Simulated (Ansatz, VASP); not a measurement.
## One calculation of AgI, two programs

Contents of INCAR:

```
SYSTEM = AgI
ALGO = Normal
EDIFF = 1E-6
ENCUT = 500
GGA = PS
GGA_COMPAT = .FALSE.
ISIF = 2
ISMEAR = 0
LASPH = .TRUE.
LCHARG = .FALSE.
LREAL = .FALSE.
LWAVE = .FALSE.
NBANDS = 16
NELM = 120
PREC = Accurate
SIGMA = 0.05
```

Contents of KPOINTS:

```
k-points
0
G
  8 8 8
  0 0 0
```

Contents of POSCAR:

```
AgI
1.0
    0.0000000000      3.2462692516      3.2462692516
    3.2462692516      0.0000000000      3.2462692516
    3.2462692516      3.2462692516      0.0000000000
Ag I
1 1
Direct
    0.0000000000      0.0000000000      0.0000000000
    0.7500000000      0.7500000000      0.7500000000
```

Input for Ansatz:

```yaml
crystal:
  lattice:
    - [0.0, 3.2462692516, 3.2462692516]
    - [3.2462692516, 0.0, 3.2462692516]
    - [3.2462692516, 3.2462692516, 0.0]
  atoms:
    - { symbol: Ag, position: [0.0, 0.0, 0.0] }
    - { symbol: I, position: [0.75, 0.75, 0.75] }
basis:
  ecutwfc: 420
  ecutrho_ratio: 4
kpoints:
  mp_grid: { grid: [8, 8, 8] }
hamiltonian:
  xc: pbesol
scf:
  occupations: { method: gaussian, width: 0.05 }
output:
  forces: true
  stress: true
  eigenvalues: true
```

Alike in both runs: task single point; functional PBEsol; k mesh 8 × 8 × 8; occupations gaussian, width 0.05 eV; no spin polarisation.

|  | VASP | Ansatz |
| --- | --- | --- |
| version | VASP 6.6.1 | Ansatz 0.2.0 |
| potentials or method | VASP PAW PBE potentials, release 64 (Ag, I), cutoff 500 eV | scalar-relativistic, plane waves, PAW |
| valence electrons in the cell | 18 | 36 |

Ansatz gave:

| Item | Value |
| --- | --- |
| gap on the k mesh at the Fermi level (eV) | 1.20 |
| least direct gap on the mesh (eV) | 1.20 |
| pressure (GPa) | -0.6 |

Problem. Which values does VASP return?

Solution. gap on the k mesh at the Fermi level (eV): 1.20; least direct gap on the mesh (eV): 1.20; pressure (GPa): -0.7.

VASP's potentials were made for PBE, not for PBEsol. VASP's potentials hold 18 valence electrons a cell and Ansatz's 36, so a difference there can come from the potentials and not from the codes.

Neither program's run includes spin-orbit coupling.
